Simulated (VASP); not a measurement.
Set up this calculation in VASP 6.6.1, as the native input.

| Quantity | Value |
| --- | --- |
| Task | molecular dynamics |
| Functional | PBE |
| Potentials or basis | VASP PAW PBE potentials, release 64 (Ru_pv, Sc_sv, Ag) |
| Cutoff | 520 eV |
| k mesh | 3 × 3 × 3 |
| Occupations | gaussian, width 0.1 eV |
| Spin | no spin polarisation |
| Dipole correction | no |
| Further INCAR settings | ALGO = Normal; EDIFF = 1e-05; NBANDS = 61; ISYM = 0; IBRION = 0; POTIM = 1.5; NSW = 40 |

The structure of Sc2Ag6Ru lies in POSCAR:

```
Sc2Ag6Ru
1.0
    5.4043690000     -0.8205650000     -0.6900330000
    0.4991940000      5.5615110000     -0.6279380000
    0.5019630000     -0.6200860000      6.0179560000
Ru Sc Ag
1 2 6
Direct
    0.9716340000      0.5364580000      0.4201470000
    0.8195310000      0.9139360000      0.9993400000
    0.4028910000      0.3385260000      0.2187750000
    0.5625480000      0.7818810000      0.4895670000
    0.9396550000      0.4058630000      0.9751620000
    0.1338940000      0.9824230000      0.3890060000
    0.3106230000      0.5235130000      0.7410930000
    0.6746010000      0.2492440000      0.5971110000
    0.2806950000      0.0062810000      0.8167140000
```

The input as run:

INCAR

```
  ALGO = Normal
  ANDERSEN_PROB = 0.0
  EDIFF = 1E-5
  ENCUT = 520
  GGA = PE
  IBRION = 0
  ISIF = 2
  ISMEAR = 0
  ISYM = 0
  LASPH = True
  LCHARG = False
  LREAL = False
  LWAVE = False
  MDALGO = 1
  NBANDS = 61
  NELM = 100
  NELMIN = 4
  NSW = 40
  POTIM = 1.5
  PREC = Accurate
  RANDOM_SEED = 604490 0 0
  SIGMA = 0.1
  TEBEG = 300.0
  TEEND = 300.0
```

KPOINTS

```
k-points
0
Gamma
  3 3 3
```

Potentials or basis: VASP PAW PBE potentials, release 64 (Ru_pv, Sc_sv, Ag).

Run with:

```console
$ cat potpaw_PBE.64/Ru_pv/POTCAR potpaw_PBE.64/Sc_sv/POTCAR potpaw_PBE.64/Ag/POTCAR > POTCAR
$ mpirun -np 1 vasp_std > vasp.out
```

Wall time 50 min on 1 thread of AMD EPYC 7R43 64-Core Processor (Zen 3), with other jobs on the host, peak memory 0.47 GiB.
